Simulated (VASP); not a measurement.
Write the native input for VASP 6.6.1 that does the following.

| Property | Result |
| --- | --- |
| Task | relaxation of cell and atoms |
| Functional | PBE |
| Potentials or basis | VASP PAW PBE potentials, release 64 (Er_3, H), 4f in core |
| Cutoff | 500 eV |
| k mesh | 14 × 14 × 14 |
| Occupations | gaussian, width 0.1 eV |
| Spin | no spin polarisation |
| Dipole correction | no |
| Mended | yes |
| Further INCAR settings | ALGO = Normal; EDIFF = 1e-07; IBRION = 2; EDIFFG = -0.01; NSW = 100; ISIF = 3 |

The structure of ErH4 lies in POSCAR:

```
ErH4
1.0
   -1.9845998960      1.9845998960      3.3141743182
    1.9845998960     -1.9845998960      3.3141743182
    1.9845998960      1.9845998960     -3.3141743182
Er H
1 4
Direct
    0.0000000000      0.0000000000      0.0000000000
    0.3254725273      0.3254725273      0.0000000000
    0.6745274727      0.6745274727      0.0000000000
    0.5000000000      0.0000000000      0.5000000000
    0.0000000000      0.5000000000      0.5000000000
```

The cell was built from a structure type or drawn by symmetry, and may not be a known phase.

The input as run:

INCAR

```
PREC = Accurate
ENCUT = 500
EDIFF = 1E-7
ISMEAR = 0
SIGMA = 0.1
LREAL = False
LASPH = True
NELM = 200
ALGO = Normal
ISIF = 3
LWAVE = False
LCHARG = False
GGA = PE
IBRION = 2
NSW = 100
EDIFFG = -0.01
GGA_COMPAT = False
NELMIN = 4
LMAXMIX = 6
```

KPOINTS

```
Automatic mesh
0
Gamma
  14 14 14
```

Potentials or basis: VASP PAW PBE potentials, release 64 (Er_3, H), 4f in core.

The run is started by

```sh
$ cat potpaw_PBE.64/Er_3/POTCAR potpaw_PBE.64/H/POTCAR > POTCAR
$ mpirun -np 1 vasp_std > vasp.out
```

It gave:

```
Relaxed volume                        : 10.44 Å³/atom
Relaxed cell                          : a = 4.332 Å, b = 4.332 Å, c = 4.332 Å, α = 125.27°, β = 125.27°, γ = 81.09°
Space group after relaxing (to 0.1 Å) : I4/mmm (No. 139)
Energy gained by relaxing             : 0.3 meV/atom
Ionic steps                           : 7
Pressure after relaxing               : 0.0 GPa
Largest force after relaxing          : 0.006 eV/Å
Band gap on the k mesh                : zero (an odd number of electrons rules out a gap without spin polarisation)
```

Caveat: spin-orbit coupling is left out, which moves the levels of the heavy elements; the 4f electrons are frozen in the core, so they carry no moment and show no levels.

Run time: 3.4 min on 1 thread of AMD EPYC 9R45 96-Core Processor (Zen 5) (shared host), peak memory 0.26 GiB.
